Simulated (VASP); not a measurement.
# CuP6 (P1) in VASP: further runs

The runs below take CuP6 through single point, with PBE.

Program: VASP 6.6.1. These are calculated values, not measurements. Logs are shortened: lines on timing, memory, paths and dates and some standing lists are left out, and cuts for length are marked.

## Step 1: The cell of the first run

The typed cell holds 7 atoms: a = 5.403 Å, b = 5.423 Å, c = 5.703 Å, α = 116.44°, β = 92.88°, γ = 94.50°.

## Step 2: Single point, PBE

INCAR

```
SYSTEM = CuP6
PREC = Accurate
ENCUT = 520
EDIFF = 1E-7
ISMEAR = 0
SIGMA = 0.1
LREAL = .False.
LASPH = .True.
NELM = 60
ALGO = Normal
ISIF = 2
LWAVE = .False.
LCHARG = .False.
GGA = PE
NBANDS = 30
```

KPOINTS

```
regular mesh
0
Gamma
  4 4 4
  0 0 0
```

POSCAR

```
CuP6
1.0
    5.4029475994      0.0000000000      0.0000000000
   -0.4251028052      5.4067760230      0.0000000000
   -0.2870108451     -2.5697698941      5.0828952709
Cu P
1 6
Direct
    0.0224976646      0.7711364519      0.7169098862
    0.1883038624      0.5364329153      0.9201081114
    0.5789461328      0.6771105708      0.8544918560
    0.7322522880      0.2985394312      0.8271769593
    0.6537425120      0.6125313501      0.4486024035
    0.5189122757      0.9831292953      0.4414920371
    0.3053452644      0.1211199855      0.7912187465
```

Potentials or basis: VASP PAW PBE potentials, release 64 (Cu, P).

Launch:

```console
> cat potpaw_PBE.64/Cu/POTCAR potpaw_PBE.64/P/POTCAR > POTCAR
> mpirun -np 1 vasp_std > vasp.out
```

OUTCAR:

```text
SYSTEM = CuP6
   PREC = Accurate
   ENCUT = 520
   EDIFF = 1E-7
   ISMEAR = 0
   LREAL = .False.
   LASPH = .True.
   NELM = 60
   ISIF = 2
   GGA = PE

 ion  position               nearest neighbor table
   1  0.022  0.771  0.717-   7 2.21   2 2.27   5 2.30   3 2.64
   2  0.188  0.536  0.920-   7 2.19   1 2.27   3 2.29   4 2.60
   3  0.579  0.677  0.854-   4 2.22   5 2.24   2 2.29   1 2.64
   4  0.732  0.299  0.827-   3 2.22   6 2.28   7 2.39   2 2.60
   5  0.654  0.613  0.449-   6 2.21   3 2.24   1 2.30
   6  0.519  0.983  0.441-   5 2.21   7 2.22   4 2.28
   7  0.305  0.121  0.791-   2 2.19   1 2.21   6 2.22   4 2.39

  LATTYP: Found a triclinic cell.
 ALAT       =     7.9498049335
 B/A-ratio  =     1.3788947842
 C/A-ratio  =     0.7376821948
 COS(alpha) =     0.0115039104
 COS(beta)  =     0.4180361059
 COS(gamma) =     0.8654607528

  Lattice vectors:

 A1 = (   5.8280504046,  -5.4067760230,   0.0000000000)
 A2 = (   5.5410395595,  -7.9765459171,   5.0828952709)
 A3 = (   0.7121136503,  -2.8370061289,  -5.0828952709)

Analysis of symmetry for initial positions (statically):
=====================================================================
 Subroutine PRICEL returns:
 Original cell was already a primitive cell.

 Routine SETGRP: Setting up the symmetry group for a
 triclinic supercell.

 Subroutine GETGRP returns: Found  1 space group operations
 (whereof  1 operations were pure point group operations)
 out of a pool of  2 trial point group operations.

The static configuration has the point symmetry C_1 .

Analysis of symmetry for dynamics (positions and initial velocities):
=====================================================================
 Subroutine PRICEL returns:
 Original cell was already a primitive cell.

 Routine SETGRP: Setting up the symmetry group for a
 triclinic supercell.

 Subroutine GETGRP returns: Found  1 space group operations
 (whereof  1 operations were pure point group operations)
 out of a pool of  2 trial point group operations.

The dynamic configuration has the point symmetry C_1 .

 Subroutine INISYM returns: Found  1 space group operations
 (whereof  1 operations are pure point group operations),
 and found     1 'primitive' translations

----------------------------------------------------------------------------------------

                                     Primitive cell

  volume of cell :     148.4842

  direct lattice vectors                    reciprocal lattice vectors
     5.402947599  0.000000000  0.000000000     0.185084157  0.014552072  0.017808086
    -0.425102805  5.406776023  0.000000000     0.000000000  0.184953103  0.093507123
    -0.287010845 -2.569769894  5.082895271     0.000000000  0.000000000  0.196738266

  length of vectors
     5.402947599  5.423461935  5.702799038     0.186507468  0.207246791  0.196738266

  position of ions in fractional coordinates (direct lattice)
     0.022497665  0.771136452  0.716909886
     0.188303862  0.536432915  0.920108111
     0.578946133  0.677110571  0.854491856
     0.732252288  0.298539431  0.827176959
     0.653742512  0.612531350  0.448602403
     0.518912276  0.983129295  0.441492037
     0.305345264  0.121119986  0.791218747

  ion indices of the primitive-cell ions
   primitive index   ion index
                 1           1
                 2           2
                 3           3
                 4           4
                 5           5
                 6           6
                 7           7

----------------------------------------------------------------------------------------

 KPOINTS: regular mesh

Automatic generation of k-mesh.
 Grid dimensions read from file:
 generate k-points for:    4    4    4

 Generating k-lattice:

  Cartesian coordinates                     Fractional coordinates (reciprocal lattice)
     0.046271039  0.003638018  0.004452022     0.250000000  0.000000000  0.000000000
     0.000000000  0.046238276  0.023376781     0.000000000  0.250000000  0.000000000
     0.000000000  0.000000000  0.049184566     0.000000000  0.000000000  0.250000000

  Length of vectors
     0.046626867  0.051811698  0.049184566

  Shift w.r.t. Gamma in fractional coordinates (k-lattice)
     0.000000000  0.000000000  0.000000000

 Subroutine IBZKPT returns following result:
 ===========================================

 Found     36 irreducible k-points:

 Following reciprocal coordinates:
            Coordinates               Weight
  0.000000  0.000000  0.000000      1.000000
  0.250000 -0.000000  0.000000      2.000000
  0.500000 -0.000000  0.000000      1.000000
  0.000000  0.250000  0.000000      2.000000
  0.250000  0.250000  0.000000      2.000000
  0.500000  0.250000  0.000000      2.000000
[... 16 lines left out ...]
  0.000000 -0.250000  0.250000      2.000000
  0.250000 -0.250000  0.250000      2.000000
 [... further k-points ...]
   k-points           NKPTS =     36   k-points in BZ     NKDIM =     36   number of bands    NBANDS=     30
   number of dos      NEDOS =    301   number of ions     NIONS =      7
   total plane-waves  NPLWV =  67200
   dimension x,y,z NGX =    40 NGY =   40 NGZ =   42
   dimension x,y,z NGXF=    80 NGYF=   80 NGZF=   84
   ions per type =               1   6
   NGX,Y,Z   is equivalent  to a cutoff of  12.31, 12.26, 12.24 a.u.
   NGXF,Y,Z  is equivalent  to a cutoff of  24.62, 24.52, 24.49 a.u.
 SYSTEM =  CuP6
   PREC   = accura    normal or accurate (medium, high low for compatibility)
   ISTART =      0    job   : 0-new  1-cont  2-samecut
   ICHARG =      2    charge: 1-file 2-atom 10-const
   ISPIN  =      1    spin polarized calculation?
   LNONCOLLINEAR =      F non collinear calculations
   LSORBIT =      F    spin-orbit coupling
   LASPH  =      T    aspherical Exc in radial PAW
   ENCUT  =  520.0 eV  38.22 Ry    6.18 a.u.  10.05 10.08 10.60*2*pi/ulx,y,z
   NELM   =     60;   NELMIN=  2; NELMDL= -5     # of ELM steps
   EDIFF  = 0.1E-06   stopping-criterion for ELM
   LREAL  =      F    real-space projection
   EDIFFG = 0.1E-05   stopping-criterion for IOM
   NSW    =      0    number of steps for IOM
   IBRION =     -1    ionic relax: 0-MD 1-quasi-New 2-CG
   NFREE  =      0    steps in history (QN), initial steepest desc. (CG)
   ISIF   =      2    stress and relaxation
   ISYM   =      2    0-nonsym 1-usesym 2-fastsym
   POTIM  = 0.5000    time-step for ionic-motion
   TEBEG  =    0.0;   TEEND  =   0.0 temperature during run
   PSTRESS=    0.0 pullay stress
   NELECT =      41.0000    total number of electrons
   NUPDOWN=      -1.0000    fix difference up-down
   EMIN   =  10.00;   EMAX   =-10.00  energy-range for DOS
   EFERMI =   0.00;   METHOD = LEGACY
   ISMEAR =     0;   SIGMA  =   0.10  broadening in eV -4-tet -1-fermi 0-gaus
   EFERMI_NEDOS =   21; number of points for ismear=-14 and -15
   IALGO  =     38    algorithm
   IMIX   =      4    mixing-type and parameters
     AMIX     =   0.40;   BMIX     =  1.00
     AMIX_MAG =   1.60;   BMIX_MAG =  1.00
  volume/ion in A,a.u.               =      21.21       143.15
  Fermi-wavevector in a.u.,A,eV,Ry     =   1.066046  2.014535 15.462402  1.136454
  Thomas-Fermi vector in A             =   2.201618
   LORBIT       =      0    0 simple, 1 ext, 2 COOP (PROOUT), +10 PAW based schemes
   GGA     = PE    functional components
   LHFCALC =     F    Hartree Fock is set to
   AEXX    =    0.0000 exact exchange contribution
   IVDW    =     0    specifies the selected vdW correction
   LEPSILON=     F    determine dielectric tensor
   LRPA    =     F    only Hartree local field effects (RPA)
 non-spin polarized calculation
 Gauss-broadening in eV      SIGMA  =   0.10
  energy-cutoff  :      520.00
  volume of cell :      148.48
 maximum number of plane-waves:      4018
   NGX = 21   NGY = 21   NGZ = 21

 number of electron      40.9999997 magnetization

 Free energy of the ion-electron system (eV)
  ---------------------------------------------------
  ext. energy  EPLUGINS =         0.00000000
  ---------------------------------------------------
  free energy    TOTEN  =       -34.32698361 eV

  energy without entropy =      -34.31128737  energy(sigma->0) =      -34.31913549

 E-fermi :   4.4022     XC(G=0):  -9.0854

 val. band max:        4.3949619627   @ k =   0.0000   0.5000   0.0000
 cond. band min:       4.4233376655   @ k =   0.2500   0.2500   0.5000
 fundamental gap:      0.0283757027
 Fermi energy:         4.4022122603

 k-point     1 :       0.0000    0.0000    0.0000
  band No.  band energies     occupation
      1     -10.5393      2.00000
      2      -7.0724      2.00000
      3      -6.8277      2.00000
      4      -5.4538      2.00000
      5      -3.9409      2.00000
      6      -3.5670      2.00000
[... 22 lines left out ...]
     29       9.4616      0.00000
     30      10.1708      0.00000

 k-point     2 :       0.2500   -0.0000    0.0000
  band No.  band energies     occupation
      1     -10.4051      2.00000
      2      -7.4089      2.00000
      3      -6.7620      2.00000
      4      -5.9119      2.00000
      5      -3.7791      2.00000
      6      -2.9898      2.00000
[... 22 lines left out ...]
     29       9.5349      0.00000
     30      10.4419      0.00000

 k-point     3 :       0.5000   -0.0000    0.0000
  band No.  band energies     occupation
      1     -10.2412      2.00000
      2      -7.8026      2.00000
      3      -6.6942      2.00000
      4      -6.0948      2.00000
      5      -3.7353      2.00000
      6      -2.6969      2.00000
[... 22 lines left out ...]
     29       9.5567      0.00000
     30      10.1738      0.00000

 k-point     4 :       0.0000    0.2500    0.0000
  band No.  band energies     occupation
      1     -10.2907      2.00000
      2      -8.0847      2.00000
      3      -6.4176      2.00000
      4      -5.1132      2.00000
      5      -4.3399      2.00000
      6      -3.3344      2.00000
[... 616 lines left out ...]
     29       9.2623      0.00000
     30       9.9779      0.00000

 k-point    23 :       0.0000   -0.2500    0.2500
  band No.  band energies     occupation
      1     -10.3219      2.00000
      2      -7.8951      2.00000
      3      -6.4612      2.00000
      4      -5.3480      2.00000
      5      -4.4883      2.00000
      6      -3.2266      2.00000
[... 22 lines left out ...]
     29       9.4472      0.00000
     30      10.0383      0.00000

 k-point    24 :       0.2500   -0.2500    0.2500
  band No.  band energies     occupation
      1     -10.1961      2.00000
      2      -7.8723      2.00000
      3      -6.7949      2.00000
      4      -5.7390      2.00000
      5      -4.3386      2.00000
      6      -2.9839      2.00000
[... 22 lines left out ...]
     29       9.4005      0.00000
     30      10.1316      0.00000

 [... further k-points ...]
[... 5 lines left out ...]
  --------------------------------------------------------------------------------------
  -------------------------------------------------------------------------------------
  Total        0.2527171      1.2815393      0.7092735      0.1747782     -0.0947294      0.1206771
  in kB        2.7268734     13.8280901      7.6532173      1.8858953     -1.0221516      1.3021328
  external PRESSURE =       8.0693936 kB  Pullay stress =       0.0000000 kB

 VOLUME and BASIS-vectors are now :
 -----------------------------------------------------------------------------
  energy-cutoff  :      520.00
  volume of cell :      148.48
      direct lattice vectors                 reciprocal lattice vectors
     5.402947599  0.000000000  0.000000000     0.185084157  0.014552072  0.017808086
    -0.425102805  5.406776023  0.000000000     0.000000000  0.184953103  0.093507123
    -0.287010845 -2.569769894  5.082895271     0.000000000  0.000000000  0.196738266

 POSITION                                       TOTAL-FORCE (eV/Angst)
 -----------------------------------------------------------------------------------
     -0.41202      2.32707      3.64398        -0.326550     -0.072884     -0.171232
      0.52528      0.53591      4.67681         0.449740     -0.143858     -0.041772
      2.59493      1.46514      4.34329         0.026550     -0.027411     -0.181894
      3.59200     -0.51152      4.20445        -0.359643     -0.185096      0.037309
      3.14299      2.15901      2.28020        -0.042297     -0.115350      0.350927
      2.25901      4.18103      2.24406         0.238084      0.356531     -0.244428
      1.37119     -1.37838      4.02168         0.014116      0.188067      0.251090
 -----------------------------------------------------------------------------------
    total drift:                                0.000819     -0.000535      0.000088

  FREE ENERGIE OF THE ION-ELECTRON SYSTEM (eV)
  ---------------------------------------------------
  free  energy   TOTEN  =       -34.3269836061 eV

  energy  without entropy=      -34.3112873681  energy(sigma->0) =      -34.31913549
```

Run time: 4.7 min. Hardware: 1 thread of Intel Xeon Platinum 8259CL at 2.50GHz (Skylake/Cascade Lake), shared host; peak memory 0.32 GiB.

What came out:

```
Free energy   : -34.3270 eV
Pressure      : 0.8 GPa
Largest force : 0.494 eV/Å
```

Forces in eV/Å, atoms in the order of the input:
```
Cu  -0.327 -0.073 -0.171
P    0.450 -0.144 -0.042
P    0.027 -0.027 -0.182
P   -0.360 -0.185  0.037
P   -0.042 -0.115  0.351
P    0.238  0.357 -0.244
P    0.014  0.188  0.251
```

Levels at points of the mesh, in eV from the Fermi level:
| k point | band 19 | band 20 | band 21 | band 22 | band 23 | band 24 |
| --- | --- | --- | --- | --- | --- | --- |
| (0.00, 0.00, 0.00) | -1.46 | -0.54 | 0.52 | 1.60 | 1.81 | 3.23 |
| (0.50, 0.00, 0.00) | -1.48 | -1.34 | 0.45 | 1.97 | 2.87 | 3.18 |
| (0.00, 0.50, 0.00) | -1.25 | -0.13 | -0.01 | 1.64 | 2.06 | 2.83 |
| (0.50, 0.50, 0.00) | -1.11 | -0.89 | -0.36 | 1.18 | 1.32 | 2.08 |
| (0.00, 0.00, 0.50) | -1.20 | -0.80 | -0.52 | 1.18 | 1.87 | 2.52 |
| (0.50, 0.00, 0.50) | -1.14 | -0.70 | -0.24 | 0.88 | 2.19 | 2.48 |
| (0.00, 0.50, 0.50) | -1.16 | -0.62 | -0.07 | 1.61 | 2.05 | 3.01 |
| (0.50, 0.50, 0.50) | -1.14 | -0.89 | -0.02 | 0.95 | 1.61 | 2.01 |

## Step 3: Single point, PBE

This run uses another cell than the first one, of 22.04 Å³/atom, 1.039 times its volume.

INCAR

```
SYSTEM = CuP6
PREC     = Accurate       ! precision mode
ENCUT    = 520            ! plane-wave cutoff, eV
EDIFF    = 1E-6           ! SCF threshold, eV
ISMEAR   = 0              ! smearing method
SIGMA    = 0.1            ! smearing width, eV
LREAL    = .FALSE.        ! projectors in reciprocal space
LASPH    = .TRUE.         ! aspherical terms in the spheres
NELM     = 100            ! most SCF steps
ALGO     = Normal         ! electronic algorithm
ISIF     = 2              ! what is computed and relaxed
LWAVE    = .FALSE.        ! write WAVECAR
LCHARG   = .TRUE.         ! write CHGCAR
GGA      = PE             ! functional
LELF     = .TRUE.         ! ELF
LVHAR    = .TRUE.       
NBANDS   = 30             ! bands
```

KPOINTS

```
regular mesh
0
G
  4 4 4
  0 0 0
```

POSCAR

```
CuP6
1.0
    5.9492214814     -0.1360704167     -0.0655083954
   -0.6042503553      5.1664330482      0.1462532301
   -0.3129391331     -2.3105745643      4.9725234368
Cu P
1 6
Direct
    0.0286332575      0.7248320450      0.6389836145
    0.2163054576      0.5457729571      0.8778262978
    0.5878710778      0.6931567066      0.8946132035
    0.6510515921      0.2769312081      0.9194529605
    0.6571104743      0.6206449623      0.4795147641
    0.5734976376      1.0267503483      0.4660606870
    0.2855305030      0.1119117727      0.7235484725
```

Potentials or basis: VASP PAW PBE potentials, release 64 (Cu, P).

Launch:

```console
> cat potpaw_PBE.64/Cu/POTCAR potpaw_PBE.64/P/POTCAR > POTCAR
> mpirun -np 1 vasp_std > vasp.out
```

OUTCAR:

```text
SYSTEM = CuP6
   PREC = Accurate
   ENCUT = 520
   EDIFF = 1E-6
   ISMEAR = 0
   LREAL = .FALSE.
   LASPH = .TRUE.
   NELM = 100
   ISIF = 2
   GGA = PE

 ion  position               nearest neighbor table
   1  0.029  0.725  0.639-   2 2.21   7 2.23   5 2.24
   2  0.216  0.546  0.878-   7 2.19   1 2.21   3 2.22
   3  0.588  0.693  0.895-   2 2.22   5 2.24   4 2.30   6 2.96   4 2.96
   4  0.651  0.277  0.919-   7 2.26   3 2.30   6 2.30   5 2.90   3 2.96
   5  0.657  0.621  0.480-   3 2.24   1 2.24   6 2.26   4 2.90
   6  0.573  0.027  0.466-   5 2.26   7 2.27   4 2.30   3 2.96
   7  0.286  0.112  0.724-   2 2.19   1 2.23   4 2.26   6 2.27

  LATTYP: Found a triclinic cell.
[... 1005 lines left out ...]
  Total        0.0596239     -0.0646989     -0.1875041      0.0843777      0.0502715      0.1358484
  in kB        0.6193183     -0.6720326     -1.9476196      0.8764381      0.5221735      1.4110675
  external PRESSURE =      -0.6667780 kB  Pullay stress =       0.0000000 kB

 VOLUME and BASIS-vectors are now :
 -----------------------------------------------------------------------------
  energy-cutoff  :      520.00
  volume of cell :      154.25
      direct lattice vectors                 reciprocal lattice vectors
     5.949221481 -0.136070417 -0.065508395     0.168743052  0.019182723  0.019533224
    -0.604250355  5.166433048  0.146253230     0.005367848  0.191654362  0.089393546
    -0.312939133 -2.310574564  4.972523437     0.002065153 -0.005384276  0.198733200

 POSITION                                       TOTAL-FORCE (eV/Angst)
 -----------------------------------------------------------------------------------
     -0.46760      2.26448      3.28149        -0.017784     -0.011557     -0.012130
      0.68236      0.76198      4.43066         0.042299     -0.040951     -0.029489
      2.79858      1.43409      4.51135        -0.005853     -0.026295     -0.046653
      3.41818     -0.78231      4.56985        -0.055509      0.019187     -0.075569
      3.38421      2.00915      2.43212        -0.085672      0.037674      0.063174
      3.24985     -1.01670      2.28384         0.017030     -0.012186      0.052537
      1.40463     -1.13248      3.59552         0.105489      0.034127      0.048129
 -----------------------------------------------------------------------------------
    total drift:                                0.000604     -0.000371     -0.000977

  FREE ENERGIE OF THE ION-ELECTRON SYSTEM (eV)
  ---------------------------------------------------
  free  energy   TOTEN  =       -34.5581927663 eV

  energy  without entropy=      -34.5506919990  energy(sigma->0) =      -34.55444238
```

OSZICAR:

```text
N       E                     dE             d eps       ncg     rms          rms(c)
DAV:   1     0.270019920795E+03    0.27002E+03   -0.16322E+04  2160   0.126E+03
DAV:   2    -0.328457509658E+01   -0.27330E+03   -0.25699E+03  2256   0.279E+02
DAV:   3    -0.349989526416E+02   -0.31714E+02   -0.30529E+02  2920   0.100E+02
[... 13 lines left out ...]
DAV:  17    -0.345581876927E+02    0.26931E-04   -0.19627E-04  3552   0.298E-01    0.171E-02
DAV:  18    -0.345581918934E+02   -0.42007E-05   -0.57090E-05  3432   0.716E-02    0.786E-03
DAV:  19    -0.345581940599E+02   -0.21665E-05   -0.93652E-06  2856   0.887E-02    0.103E-02
DAV:  20    -0.345581927673E+02    0.12926E-05   -0.44386E-06  2524   0.513E-02    0.280E-03
DAV:  21    -0.345581927663E+02    0.10423E-08   -0.93171E-07  1712   0.571E-03
   1 F= -.34558193E+02 E0= -.34554442E+02  d E =-.750077E-02
```

stdout:

```text
POSCAR found type information on POSCAR CuP
 POSCAR found :  2 types and       7 ions
 scaLAPACK will be used
 LDA part: xc-table for (Slater+PW92), standard interpolation
 POSCAR, INCAR and KPOINTS ok, starting setup
 FFT: planning ... GRIDC
 FFT: planning ... GRID_SOFT
 FFT: planning ... GRID
 WAVECAR not read
 entering main loop
```

It took 5.1 min on 1 thread of Intel Xeon Platinum 8259CL at 2.50GHz (Skylake/Cascade Lake), shared host; peak memory 0.35 GiB.

What came out:

- Free energy: -34.5582 eV
- Pressure: -0.1 GPa
- Largest force: 0.121 eV/Å

Forces on the atoms (eV/Å):
```
Cu  -0.018 -0.012 -0.012
P    0.042 -0.041 -0.029
P   -0.006 -0.026 -0.047
P   -0.056  0.019 -0.076
P   -0.086  0.038  0.063
P    0.017 -0.012  0.053
P    0.105  0.034  0.048
```
